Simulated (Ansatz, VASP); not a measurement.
## InSb3 in VASP and in Ansatz

Contents of INCAR:

```
SYSTEM = InSb3
PREC = Accurate
ENCUT = 520
EDIFF = 1E-6
ISMEAR = 0
SIGMA = 0.15
LREAL = .FALSE.
LASPH = .TRUE.
NELM = 100
ALGO = Normal
ISIF = 2
LWAVE = .FALSE.
LCHARG = .FALSE.
GGA = PE
NBANDS = 22
```

KPOINTS

```
regular mesh
0
G
  8 8 8
  0 0 0
```

File POSCAR:

```
InSb3
1.0
    4.7175854470     -0.1124036941     -0.1124036941
   -0.1124036941      4.7175854470     -0.1124036941
   -0.1124036941     -0.1124036941      4.7175854470
In Sb
1 3
Direct
    0.0000000000      0.0000000000      0.0000000000
    0.5000000000      0.0000000000      0.5000000000
    0.0000000000      0.5000000000      0.5000000000
    0.5000000000      0.5000000000      0.0000000000
```

Input for Ansatz:

```yaml
crystal:
  lattice:
    - [4.717585447, -0.1124036941, -0.1124036941]
    - [-0.1124036941, 4.717585447, -0.1124036941]
    - [-0.1124036941, -0.1124036941, 4.717585447]
  atoms:
    - { symbol: In, position: [0.0, 0.0, 0.0] }
    - { symbol: Sb, position: [0.5, 0.0, 0.5] }
    - { symbol: Sb, position: [0.0, 0.5, 0.5] }
    - { symbol: Sb, position: [0.5, 0.5, 0.0] }
basis:
  ecutwfc: 420
kpoints:
  mp_grid: { grid: [8, 8, 8] }
hamiltonian:
  xc: pbe
  pseudopotentials: { kind: paw, azcp: { folder: soft_1 } }
scf:
  occupations: { method: gaussian, width: 0.15 }
output:
  forces: true
  stress: true
  eigenvalues: true
  write_density: true
  write_potential: true
  elf: true
  volumetric_format: npy
```

Change from the starting cell: equal engineering shear yz, xz and xy -0.0467, equal normal strain along x, y and z -0.0200.

Alike in both runs: task single point; functional PBE; k mesh 8 × 8 × 8; occupations gaussian, width 0.15 eV; no spin polarisation.

|  | VASP | Ansatz |
| --- | --- | --- |
| version | VASP 6.6.1 | Ansatz 0.2.0 |
| potentials or method | VASP PAW PBE potentials, release 64 (In_d, Sb), cutoff 520 eV | scalar-relativistic, plane waves, PAW |
| valence electrons in the cell | 28 | 58 |

|  | VASP | Ansatz | Ansatz less VASP |
| --- | --- | --- | --- |
| gap on the k mesh at the Fermi level (eV) | none | none | - |
| pressure (GPa) | 3.8 | 3.9 | +0.09 |
| traceless stress, the component that is largest in VASP (GPa) | 0.78 | 0.77 | -0.003 |

A gap of «none» marks a metal or a gap that the smearing closes. The functional is the same, so the differences come from potentials, cutoffs and numerics. VASP's potentials hold 28 valence electrons a cell and Ansatz's 58, so a difference there can come from the potentials and not from the codes.

Neither program's run includes spin-orbit coupling.
